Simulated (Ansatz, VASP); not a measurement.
**PbO2 in VASP and in Ansatz**

Contents of INCAR:

```
PREC = Accurate
ENCUT = 520
EDIFF = 1E-6
ISMEAR = -1
SIGMA = 0.05
LREAL = F
LASPH = T
NELM = 100
ALGO = Normal
ISIF = 2
LWAVE = F
LCHARG = T
LELF = T
LVHAR = T
NBANDS = 20
```

Contents of KPOINTS:

```
regular mesh
0
Gamma
  9 9 9
```

Contents of POSCAR:

```
PbO2
1.0
    0.0000000000      2.7549856893      2.7549856893
    2.7549856893      0.0000000000      2.7549856893
    2.7549856893      2.7549856893      0.0000000000
Pb O
1 2
Direct
    0.0000000000      0.0000000000      0.0000000000
    0.7500000000      0.7500000000      0.7500000000
    0.2500000000      0.2500000000      0.2500000000
```

input.yaml

```yaml
crystal:
  lattice:
    - [0.0, 2.7549856893, 2.7549856893]
    - [2.7549856893, 0.0, 2.7549856893]
    - [2.7549856893, 2.7549856893, 0.0]
  atoms:
    - { symbol: Pb, position: [0.0, 0.0, 0.0] }
    - { symbol: O, position: [0.75, 0.75, 0.75] }
    - { symbol: O, position: [0.25, 0.25, 0.25] }
kpoints:
  mp_grid: { grid: [9, 9, 9] }
scf:
  occupations: { method: fermi_dirac, width: 0.05 }
hamiltonian:
  xc: lda
  pseudopotentials: { kind: all_electron, lapw: { basis_error: 0.002 } }
output:
  forces: true
  stress: true
  eigenvalues: true
```

Change from the starting cell: volume scaled by 1.06.

Alike in both runs: task single point; functional LDA; k mesh 9 × 9 × 9; occupations fermi-dirac, width 0.05 eV; no spin polarisation.

|  | VASP | Ansatz |
| --- | --- | --- |
| version | VASP 6.6.1 | Ansatz 0.2.0 |
| potentials or method | VASP PAW LDA potentials, release 64 (Pb_d, O), cutoff 520 eV | all-electron LAPW, scalar-relativistic |

VASP gave:

| Item | Value |
| --- | --- |
| gap on the k mesh at the Fermi level (eV) | none |
| pressure (GPa) | -15.8 |

Problem. Which values does Ansatz return?

Solution. gap on the k mesh at the Fermi level (eV): none; pressure (GPa): -15.9.

LDA's correlation is that of Perdew and Zunger in VASP and of Perdew and Wang (1992) in Ansatz. A gap of «none» marks a metal or a gap that the smearing closes. Ansatz ran all-electron here, and VASP with PAW potentials.

Spin-orbit coupling is off throughout.
